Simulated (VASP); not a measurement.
# Mo (Im-3m) in VASP: notebook

The runs below take Mo through relaxation of cell and atoms, with PBE.

Everything below comes from runs of VASP 6.6.1. Logs are shortened: lines on timing, memory, paths and dates and some standing lists are left out, and cuts for length are marked.

### Step 1. The cell of the first run

Symmetry: Im-3m, No. 229, cubic system. Conventional cell: a = 3.147 Å, b = 3.147 Å, c = 3.147 Å, α = 90.00°, β = 90.00°, γ = 90.00°. Mo (site symmetry m-3m) has 14 Mo at 2.73 to 3.15 Å within 3.6 Å.

### Step 2. Relaxation of cell and atoms, PBE, target pressure 45 GPa, at which the enthalpy is minimised

The input, INCAR:

```
PREC = Accurate ; ENCUT = 600
EDIFF = 1E-6 ; ISMEAR = 0
SIGMA = 0.3 ; LREAL = False
LASPH = True ; NELM = 60
ALGO = Normal ; ISIF = 3
LWAVE = False ; LCHARG = False
GGA = PE ; IBRION = 2
NSW = 100 ; EDIFFG = -0.002
PSTRESS = 450.0
```

The input, KPOINTS:

```
regular mesh
0
Gamma
  18 18 18
```

The input, POSCAR:

```
Mo
1.0
   -1.5734150000      1.5734150000      1.5734150000
    1.5734150000     -1.5734150000      1.5734150000
    1.5734150000      1.5734150000     -1.5734150000
Mo
1
Direct
    0.0000000000      0.0000000000      0.0000000000
```

Potentials or basis: VASP PAW PBE potentials, release 64 (Mo_sv).

Command:

```console
$ cat potpaw_PBE.64/Mo_sv/POTCAR > POTCAR
$ mpirun -np 1 vasp_std > vasp.out
```

OUTCAR:

```text
PREC = Accurate
   ENCUT = 600
   EDIFF = 1E-6
   ISMEAR = 0
   LREAL = False
   LASPH = True
   NELM = 60
   ISIF = 3
   GGA = PE
   IBRION = 2
   NSW = 100
   EDIFFG = -0.002
   PSTRESS = 450.0

 ion  position               nearest neighbor table
   1  0.000  0.000  0.000-

  LATTYP: Found a body centered cubic cell.
 ALAT       =     3.1468300000

  Lattice vectors:

 A1 = (  -1.5734150000,   1.5734150000,   1.5734150000)
 A2 = (   1.5734150000,  -1.5734150000,   1.5734150000)
 A3 = (   1.5734150000,   1.5734150000,  -1.5734150000)

Analysis of symmetry for initial positions (statically):
=====================================================================
 Subroutine PRICEL returns:
 Original cell was already a primitive cell.

 Routine SETGRP: Setting up the symmetry group for a
 body centered cubic supercell.

 Subroutine GETGRP returns: Found 48 space group operations
 (whereof 48 operations were pure point group operations)
 out of a pool of 48 trial point group operations.

The static configuration has the point symmetry O_h .

Analysis of symmetry for dynamics (positions and initial velocities):
=====================================================================
 Subroutine PRICEL returns:
 Original cell was already a primitive cell.

 Routine SETGRP: Setting up the symmetry group for a
 body centered cubic supercell.

 Subroutine GETGRP returns: Found 48 space group operations
 (whereof 48 operations were pure point group operations)
 out of a pool of 48 trial point group operations.

The dynamic configuration has the point symmetry O_h .

 Subroutine INISYM returns: Found 48 space group operations
 (whereof 48 operations are pure point group operations),
 and found     1 'primitive' translations

----------------------------------------------------------------------------------------

                                     Primitive cell

  volume of cell :      15.5808

  direct lattice vectors                    reciprocal lattice vectors
    -1.573415000  1.573415000  1.573415000     0.000000000  0.317780115  0.317780115
     1.573415000 -1.573415000  1.573415000     0.317780115  0.000000000  0.317780115
     1.573415000  1.573415000 -1.573415000     0.317780115  0.317780115  0.000000000

  length of vectors
     2.725234721  2.725234721  2.725234721     0.449408949  0.449408949  0.449408949

  position of ions in fractional coordinates (direct lattice)
[... 93 lines left out ...]
   EFERMI_NEDOS =   21; number of points for ismear=-14 and -15
   IALGO  =     38    algorithm
   IMIX   =      4    mixing-type and parameters
     AMIX     =   0.40;   BMIX     =  1.00
     AMIX_MAG =   1.60;   BMIX_MAG =  1.00
  volume/ion in A,a.u.               =      15.58       105.14
  Fermi-wavevector in a.u.,A,eV,Ry     =   1.579747  2.985289 33.954710  2.495601
  Thomas-Fermi vector in A             =   2.680079
   LORBIT       =      0    0 simple, 1 ext, 2 COOP (PROOUT), +10 PAW based schemes
   GGA     = PE    functional components
   LHFCALC =     F    Hartree Fock is set to
   AEXX    =    0.0000 exact exchange contribution
   IVDW    =     0    specifies the selected vdW correction
   LEPSILON=     F    determine dielectric tensor
   LRPA    =     F    only Hartree local field effects (RPA)
 conjugate gradient relaxation of ions
 non-spin polarized calculation
 Gauss-broadening in eV      SIGMA  =   0.30
  energy-cutoff  :      600.00
  volume of cell :       15.58
 maximum number of plane-waves:       537
 NGX is ok and might be reduce to    24
   NGX = 11   NGY = 11   NGZ = 11

--------------------------------------- Ionic step        1  -------------------------------------------

 number of electron      14.0000002 magnetization

 Free energy of the ion-electron system (eV)
  ---------------------------------------------------
  ext. energy  EPLUGINS =         0.00000000
  ---------------------------------------------------
  free energy    TOTEN  =       -10.94483208 eV

  energy without entropy =      -10.91436124  energy(sigma->0) =      -10.92959666

------------------------ aborting loop because EDIFF is reached ----------------------------------------

  FORCE on cell =-STRESS in cart. coord.  units (eV):
  Direction    XX          YY          ZZ          XY          YZ          ZX
  --------------------------------------------------------------------------------------
  -------------------------------------------------------------------------------------
  Total        0.3991952      0.3991952      0.3991952      0.0000000      0.0000000     -0.0000000
  in kB       41.0493228     41.0493228     41.0493228      0.0000000      0.0000000     -0.0000000
  external PRESSURE =    -408.9506772 kB  Pullay stress =     450.0000000 kB
[... 135 lines left out ...]
--------------------------------------- Ionic step        5  -------------------------------------------

 number of electron      14.0000002 magnetization

 Free energy of the ion-electron system (eV)
  ---------------------------------------------------
  ext. energy  EPLUGINS =         0.00000000
  ---------------------------------------------------
  free energy    TOTEN  =       -10.70326613 eV

  energy without entropy =      -10.67454554  energy(sigma->0) =      -10.68890584

 E-fermi :  14.6395     XC(G=0): -14.0772

 val. band max:       14.6259860584   @ k =  -0.3889   0.4444   0.2778
 cond. band min:      14.6928612336   @ k =  -0.3333   0.3889   0.2778
 fundamental gap:      0.0668751752
 Fermi energy:        14.6394727379

 k-point     1 :       0.0000    0.0000    0.0000
  band No.  band energies     occupation
      1     -46.7207      2.00000
      2     -19.6506      2.00000
      3     -19.6506      2.00000
      4     -19.6506      2.00000
      5       7.0361      2.00000
      6      12.9965      2.00000
      7      12.9965      2.00000
      8      12.9965      2.00000
      9      16.4906      0.00000
     10      16.4906      0.00000
     11      29.5938      0.00000
[... 309 lines left out ...]
 k-point    24 :       0.3889    0.1111    0.0000
  band No.  band energies     occupation
      1     -46.2954      2.00000
      2     -21.5499      2.00000
      3     -20.3443      2.00000
      4     -19.7623      2.00000
      5       9.0216      2.00000
      6      10.7989      2.00000
      7      14.8442      0.33457
      8      16.4392      0.00000
      9      17.8395      0.00000
     10      20.9733      0.00000
     11      27.6315      0.00000

 [... further k-points ...]

------------------------ aborting loop because EDIFF is reached ----------------------------------------

  FORCE on cell =-STRESS in cart. coord.  units (eV):
  Direction    XX          YY          ZZ          XY          YZ          ZX
  --------------------------------------------------------------------------------------
  -------------------------------------------------------------------------------------
  Total        3.8978746      3.8978746      3.8978746      0.0000000     -0.0000000      0.0000000
  in kB      450.2304272    450.2304272    450.2304272      0.0000000     -0.0000000      0.0000000
  external PRESSURE =       0.2304272 kB  Pullay stress =     450.0000000 kB
[... 20 lines left out ...]
  energy  without entropy=      -10.6745455433  energy(sigma->0) =      -10.68890584

  enthalpy is  TOTEN    =        -6.8073864384 eV   P V=        3.8958796935

 reached required accuracy - stopping structural energy minimisation
```

OSZICAR:

```text
N       E                     dE             d eps       ncg     rms          rms(c)
DAV:   1     0.100620682968E+03    0.10062E+03   -0.89936E+03  4306   0.145E+03
DAV:   2    -0.100288032239E+02   -0.11065E+03   -0.10686E+03  4680   0.362E+02
DAV:   3    -0.115929793584E+02   -0.15642E+01   -0.15465E+01  4934   0.426E+01
[... 42 lines left out ...]
DAV:   2    -0.107047464806E+02    0.18002E-01   -0.35457E-02  4446   0.247E+00    0.324E-01
DAV:   3    -0.107030993433E+02    0.16471E-02   -0.65066E-03  4628   0.103E+00    0.288E-01
DAV:   4    -0.107032661734E+02   -0.16683E-03   -0.10366E-04  4543   0.125E-01    0.112E-02
DAV:   5    -0.107032669894E+02   -0.81598E-06   -0.11764E-05  4794   0.433E-02    0.225E-03
DAV:   6    -0.107032661319E+02    0.85750E-06   -0.14039E-07  2310   0.568E-03
   5 F= -.68073864E+01 E0= -.67930261E+01  d E =-.238700E+00
```

It took 2.5 min on 1 thread of Intel Xeon 8259CL, shared host; peak memory 0.19 GiB.

What came out:

- Free energy: -10.7033 eV
- Relaxed volume: 13.87 Å³/atom
- Relaxed cell: a = 2.622 Å, b = 2.622 Å, c = 2.622 Å, α = 109.47°, β = 109.47°, γ = 109.47°
- Space group after relaxing (to 0.1 Å): Im-3m (No. 229)
- Energy change on relaxing (the run minimises the enthalpy): +241.6 meV/atom
- Ionic steps: 5
- Pressure after relaxing: 45.0 GPa
- Band gap on the k mesh: zero (bands 7 and 8 overlap by 6.33 eV)

The path:
| step | energy change (eV) | largest force (eV/Å) | pressure (GPa) | volume (Å³) |
| --- | --- | --- | --- | --- |
| 1 | 0.0000 | 0.0000 | 4.10 | 15.58 |
| 2 | 8.5761 | 0.0000 | 616.11 | 8.22 |
| 3 | 0.1449 | 0.0000 | 33.38 | 14.27 |
| 4 | 0.2009 | 0.0000 | 40.38 | 14.02 |
| 5 | 0.2416 | 0.0000 | 45.02 | 13.87 |

Final structure:
```
Mo
1.0
    -1.51361    1.51361    1.51361
     1.51361   -1.51361    1.51361
     1.51361    1.51361   -1.51361
Mo
1
Direct
  0.00000 0.00000 0.00000
```

Caveat: the cell is relaxed towards a set pressure, so the run minimises the enthalpy, not the energy; so wide a smearing shifts energies and pressures.

### Step 3. Relaxation of cell and atoms, PBE, target pressure 45 GPa, at which the enthalpy is minimised

This run uses another cell than the first one, of 13.84 Å³/atom.

The input, INCAR:

```
PREC     = Accurate       # precision mode
ENCUT    = 600            # plane-wave cutoff, eV
EDIFF    = 1E-6           # SCF threshold, eV
ISMEAR   = 0              # smearing method
SIGMA    = 0.3            # smearing width, eV
LREAL    = F              # projectors in reciprocal space
LASPH    = T              # aspherical terms in the spheres
NELM     = 80             # most SCF steps
ALGO     = Normal         # electronic algorithm
ISIF     = 3              # what is computed and relaxed
LWAVE    = F              # write WAVECAR
LCHARG   = F              # write CHGCAR
GGA      = PE             # functional
IBRION   = 2              # ionic algorithm
NSW      = 100            # ionic steps
EDIFFG   = -0.002         # ionic threshold
PSTRESS  = 450.0
```

The input, KPOINTS:

```
Automatic mesh
0
Gamma
  20 20 20
```

The input, POSCAR:

```
Mo
1.0
   -1.5126662633      1.5126662633      1.5126662633
    1.5126662633     -1.5126662633      1.5126662633
    1.5126662633      1.5126662633     -1.5126662633
Mo
1
Direct
    0.0000000000      0.0000000000      0.0000000000
```

Potentials or basis: VASP PAW PBE potentials, release 64 (Mo_sv).

Command:

```console
$ cat potpaw_PBE.64/Mo_sv/POTCAR > POTCAR
$ mpirun -np 1 vasp_std > vasp.out
```

Run time: 95 s. Hardware: 1 thread of Intel Xeon 8259CL, shared host; peak memory 0.18 GiB.

The run converged. Its results:

- Free energy: -10.7033 eV
- Relaxed volume: 13.86 Å³/atom
- Relaxed cell: a = 2.621 Å, b = 2.621 Å, c = 2.621 Å, α = 109.47°, β = 109.47°, γ = 109.47°
- Space group after relaxing (to 0.1 Å): Im-3m (No. 229)
- Energy change on relaxing (the run minimises the enthalpy): -5.5 meV/atom
- Ionic steps: 3
- Pressure after relaxing: 45.0 GPa
- Band gap on the k mesh: zero (bands 7 and 8 overlap by 6.33 eV)

Step by step:
| step | energy change (eV) | largest force (eV/Å) | pressure (GPa) | volume (Å³) |
| --- | --- | --- | --- | --- |
| 1 | 0.0000 | 0.0000 | 45.63 | 13.84 |
| 2 | -0.0298 | 0.0000 | 42.29 | 13.95 |
| 3 | -0.0055 | 0.0000 | 45.00 | 13.86 |

Final structure:
```
Mo
1.0
    -1.51338    1.51338    1.51338
     1.51338   -1.51338    1.51338
     1.51338    1.51338   -1.51338
Mo
1
Direct
  0.00000 0.00000 0.00000
```

Levels at points of the mesh, in eV from the Fermi level:
```csv
k point,band 5,band 6,band 7,band 8,band 9,band 10
"(0.00, 0.00, 0.00)",-7.62,-1.65,-1.65,-1.65,1.84,1.84
"(0.50, 0.00, 0.00)",-6.12,-4.06,1.96,2.14,2.69,5.61
"(0.50, 0.50, 0.50)",-6.47,-6.47,4.68,4.68,4.68,10.04
```

Caveat: the cell is relaxed towards a set pressure, so the run minimises the enthalpy, not the energy; so wide a smearing shifts energies and pressures.
